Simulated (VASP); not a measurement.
Wanted: the native input for a VASP 6.6.1 run.

* Task: single point
* Functional: PBE
* Potentials or basis: VASP PAW PBE potentials, release 64 (Ru_pv, Al)
* Cutoff: 500 eV
* k mesh: 8 × 8 × 8
* Occupations: fermi-dirac, width 0.05 eV
* Spin: no spin polarisation
* Dipole correction: no
* Further INCAR settings: ALGO = Normal; EDIFF = 1e-06; NBANDS = 16

The structure of AlRu lies in POSCAR:

```
AlRu
1.0
    2.9916000000     -0.0598320000      0.0000000000
   -0.0598320000      2.9916000000      0.0000000000
    0.0000000000      0.0000000000      2.9916000000
Ru Al
1 1
Direct
    0.5000000000      0.5000000000      0.5000000000
    0.0000000000      0.0000000000      0.0000000000
```

One way to write it, as run:

INCAR

```
SYSTEM = AlRu
PREC = Accurate
ENCUT = 500
EDIFF = 1E-6
ISMEAR = -1
SIGMA = 0.05
LREAL = .False.
LASPH = .True.
NELM = 120
ALGO = Normal
ISIF = 2
LWAVE = .False.
LCHARG = .False.
GGA = PE
NBANDS = 16
GGA_COMPAT = .False.
```

KPOINTS

```
regular mesh
0
Gamma
  8 8 8
  0 0 0
```

Potentials or basis: VASP PAW PBE potentials, release 64 (Ru_pv, Al).

Run with:

```bash
$ cat potpaw_PBE.64/Ru_pv/POTCAR potpaw_PBE.64/Al/POTCAR > POTCAR
$ mpirun -np 1 vasp_std > vasp.out
```

It gave:

The pressure is 3.3 GPa and the band gap on the k mesh is zero (an odd number of electrons rules out a gap without spin polarisation).

Caveat: the cell stands under pressure.

It took 49 s on 1 thread of Intel Xeon 8259CL, on a shared host, peak memory 0.17 GiB.
